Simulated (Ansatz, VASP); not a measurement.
# Two plane-wave programs on BaS

File INCAR:

```
ALGO = Normal
EDIFF = 1E-8
ENCUT = 520
GGA = PS
ISIF = 2
ISMEAR = -1
LASPH = T
LCHARG = F
LEFG = T
LREAL = F
LWAVE = F
NBANDS = 15
NELM = 80
PREC = Accurate
SIGMA = 0.02
```

File KPOINTS:

```
k-points
0
Gamma
  8 8 8
```

File POSCAR:

```
BaS
1.0
    0.0000000000      3.1830684821      3.1830684821
    3.1830684821      0.0000000000      3.1830684821
    3.1830684821      3.1830684821      0.0000000000
Ba S
1 1
Direct
    0.0000000000      0.0000000000      0.0000000000
    0.5000000000      0.5000000000      0.5000000000
```

Input for Ansatz:

```yaml
crystal:
  lattice:
    - [0.0, 3.1830684821, 3.1830684821]
    - [3.1830684821, 0.0, 3.1830684821]
    - [3.1830684821, 3.1830684821, 0.0]
  atoms:
    - { symbol: Ba, position: [0.0, 0.0, 0.0] }
    - { symbol: S, position: [0.5, 0.5, 0.5] }
kpoints:
  mp_grid: { grid: [8, 8, 8] }
scf:
  occupations: { method: fermi_dirac, width: 0.02 }
hamiltonian:
  xc: pbesol
  pseudopotentials: { kind: paw }
output:
  forces: true
  stress: true
  eigenvalues: true
  efg: { contact_densities: true }
  write_density: true
  write_potential: true
  elf: true
  volumetric_format: npy
```

Change from the starting cell: volume scaled by 0.99, PAW files.

Alike in both runs: task electric field gradients; functional PBEsol; k mesh 8 × 8 × 8; occupations fermi-dirac, width 0.02 eV; no spin polarisation.

```csv
,VASP,Ansatz
version,VASP 6.6.1,Ansatz 0.2.0
potentials or method,"VASP PAW PBE potentials, release 64 (Ba_sv, S)","PAW with Ansatz's default frozen-core files, scalar-relativistic"
plane-wave cutoff (eV),520,420
valence electrons in the cell,16,16
```

|  | VASP | Ansatz | Ansatz less VASP |
| --- | --- | --- | --- |
| gap on the k mesh at the Fermi level (eV) | 1.96 | 2.06 | +0.101 |
| pressure (GPa) | -0.1 | -0.7 | -0.64 |

VASP's potentials were made for PBE, not for PBEsol. With one functional, cell and mesh, what is left measures potentials, basis and numerics.

Spin-orbit coupling is off throughout.
